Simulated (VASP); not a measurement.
Ta: single point with r2SCAN

Crystal: Ta.

```
Ta
1.0
     2.92593    0.00000    0.00000
    -1.46296    2.53393    0.00000
     0.00000    0.00000    5.21179
Ta
2
Direct
  0.66667 0.33333 0.75000
  0.33333 0.66667 0.25000
```

This isn't the form of Ta at room conditions, which is bcc.

```yaml
Program: VASP 6.6.1
Task: single point
Functional: r2SCAN
Potentials_or_basis: VASP PAW PBE potentials, release 64 (Ta_pv)
Cutoff: 520 eV
k_mesh: 11 × 11 × 6
Occupations: methfessel-paxton, width 0.1 eV
Spin: no spin polarisation
Dipole_correction: no
Further_INCAR_settings: ALGO = Normal; EDIFF = 1e-07; NBANDS = 18
```

```
Pressure               : -8.0 GPa
Band gap on the k mesh : zero (bands 11 and 12 overlap by 2.00 eV)
```

Stress tensor (GPa, compression positive):
```
-8.27  0.00  0.00
 0.00 -8.27  0.00
 0.00  0.00 -7.33
```

Levels at points of the mesh, in eV from the Fermi level:
| k point | band 7 | band 8 | band 9 | band 10 | band 11 | band 12 | band 13 | band 14 | band 15 | band 16 |
| --- | --- | --- | --- | --- | --- | --- | --- | --- | --- | --- |
| (0.00, 0.00, 0.00) | -8.53 | -5.08 | -0.57 | -0.46 | 0.68 | 0.68 | 1.24 | 1.24 | 3.15 | 3.15 |
| (0.00, 0.00, 0.50) | -6.67 | -6.67 | -1.28 | -1.28 | 0.73 | 0.73 | 0.73 | 0.73 | 4.56 | 4.56 |

Wall time 4.9 min on 1 thread of Intel Xeon 8259CL, on a shared host, peak memory 0.19 GiB.

Caveat: the cell stands under tension; the PAW data sets were made with another functional, which shifts forces and pressure a little; spin-orbit coupling is left out, which moves the levels of the heavy elements.
